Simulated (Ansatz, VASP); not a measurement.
One calculation of Mg3Zn2O5, two programs

```
CELL_PARAMETERS angstrom
3.03044 -0.01097 0.01837
0.01547 -4.34348 0.07516
-1.56877 2.31009 -7.66024
ATOMIC_POSITIONS crystal
Mg 0.57869 0.57257 0.20292
Mg 0.39281 0.40460 0.79079
Mg 0.96286 0.98422 0.99410
Zn 0.21274 0.18823 0.40388
Zn 0.81226 0.81106 0.59313
O 0.42801 0.91597 0.79422
O 0.18772 0.69376 0.40922
O 0.04455 0.50827 0.01867
O 0.81434 0.32993 0.60417
O 0.56602 0.09140 0.18889
```

Change from the starting cell: cell x1, atoms moved at random (sigma 0.1 Å) and cell strained at random (1.5 %), then relaxed without symmetry.

Alike in both runs: task relaxation of cell and atoms; functional PBE; k mesh 4 × 4 × 4; occupations gaussian, width 0.1 eV; no spin polarisation.

|  | VASP | Ansatz |
| --- | --- | --- |
| version | VASP 6.6.1 | Ansatz 0.2.0 |
| potentials or method | VASP PAW PBE potentials, release 64 (Mg, Zn, O), cutoff 600 eV | scalar-relativistic, plane waves, PAW |
| valence electrons in the cell | 60 | 84 |

|  | VASP | Ansatz | Ansatz less VASP |
| --- | --- | --- | --- |
| gap on the k mesh at the Fermi level, each at its own relaxed structure (eV) | 2.54 | 2.56 | +0.014 |
| relaxed volume (Å³/atom) | 9.82 | 9.84 | +0.025 |
| relaxed cell length with the largest relative difference (Å) | 4.275 | 4.281 | +0.0060 |

VASP's potentials hold 60 valence electrons a cell and Ansatz's 84, so a difference there can come from the potentials and not from the codes.

The k mesh is coarse, so the values compare programs but aren't converged.
